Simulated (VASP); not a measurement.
A run of VASP 6.6.1 is set up as follows.

Contents of INCAR:

```
SYSTEM = CsSn2N3
ALGO = Normal
EDIFF = 1E-7
EDIFFG = -0.04
ENCUT = 600
GGA = PE
IBRION = 2
ISIF = 3
ISMEAR = 0
LASPH = .True.
LCHARG = .False.
LREAL = .False.
LWAVE = .False.
NELM = 100
NSW = 90
PREC = Accurate
SIGMA = 0.1
```

File KPOINTS:

```
k-points
0
Gamma
  3 3 6
  0 0 0
```

POSCAR

```
CsSn2N3
1.0
    6.0359804532      0.0000000000      0.0000000000
   -3.0179902266      5.2273124091      0.0000000000
    0.0000000000      0.0000000000      3.6754164334
Cs Sn N
1 2 3
Direct
    0.0000000000      0.0000000000      0.0000000000
    0.3333333333      0.6666666667      0.0000000000
    0.6666666667      0.3333333333      0.0000000000
    0.5000000000      0.0000000000      0.5000000000
    0.5000000000      0.5000000000      0.5000000000
    0.0000000000      0.5000000000      0.5000000000
```

Potentials or basis: VASP PAW PBE potentials, release 64 (Cs_sv, Sn_d, N).

Command:

```sh
$ cat potpaw_PBE.64/Cs_sv/POTCAR potpaw_PBE.64/Sn_d/POTCAR potpaw_PBE.64/N/POTCAR > POTCAR
$ mpirun -np 1 vasp_std > vasp.out
```

Question: Predict the space group after relaxing (to 0.05 Å).

Answer: P6/mmm (No. 191).

Question: What does it give for the band gap on the k mesh?

Answer: Zero (band 26 reaches 6.81 eV, above the bottom of band 27 at 6.67 eV).

Final structure:
```
Cs Sn N
1.0
     6.04141    0.00000    0.00000
    -3.02071    5.23201    0.00000
     0.00000    0.00000    3.05159
Cs Sn N
1 2 3
Direct
  0.00000 0.00000 0.00000
  0.33333 0.66667 0.00000
  0.66667 0.33333 0.00000
  0.50000 0.00000 0.50000
  0.50000 0.50000 0.50000
  0.00000 0.50000 0.50000
```

Caveat: the k points lie up to 0.40 Å⁻¹ apart in the final cell; spin-orbit coupling is left out, which moves the levels of the heavy elements.
